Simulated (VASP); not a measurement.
Input of a VASP 6.6.1 run:

The input INCAR:

```
PREC = Accurate
ENCUT = 520
EDIFF = 1E-8
ISMEAR = 0
SIGMA = 0.01
LREAL = F
LASPH = T
NELM = 80
ALGO = Normal
ISIF = 2
LWAVE = F
LCHARG = F
GGA = PE
LEPSILON = T
```

Contents of KPOINTS:

```
Automatic mesh
0
Gamma
  12 12 4
```

Contents of POSCAR:

```
BN
1.0
    2.4982400000      0.0000000000      0.0000000000
   -1.2491200000      2.1635400000      0.0000000000
    0.0000000000      0.0000000000      6.6357000000
B N
2 2
Direct
    0.3333333333      0.6666666667      0.2500000000
    0.6666666667      0.3333333333      0.7500000000
    0.3333333333      0.6666666667      0.7500000000
    0.6666666667      0.3333333333      0.2500000000
```

Potentials or basis: VASP PAW PBE potentials, release 64 (B, N).

Run with:

```sh
$ cat potpaw_PBE.64/B/POTCAR potpaw_PBE.64/N/POTCAR > POTCAR
$ mpirun -np 1 vasp_std > vasp.out
```

Problem. What does it give for the electronic dielectric tensor (diagonal)?

Solution. 4.75, 4.75, 2.69.

Problem. Estimate the Born charges (mean of the diagonal).

Solution. B +2.05; N -2.05 e.

Problem. What does it give for the band gap on the k mesh?

Solution. 4.29 eV, indirect (least direct gap 4.66 eV).

Born effective charge tensors (e):
atom 1, B
```
2.71 0.00 0.00
0.00 2.71 0.00
0.00 0.00 0.75
```
atom 2, B
```
2.71 0.00 0.00
0.00 2.71 0.00
0.00 0.00 0.75
```
atom 3, N
```
-2.71  0.00  0.00
 0.00 -2.71  0.00
 0.00  0.00 -0.75
```
atom 4, N
```
-2.71  0.00  0.00
 0.00 -2.71  0.00
 0.00  0.00 -0.75
```

 A k mesh can miss the band edges.
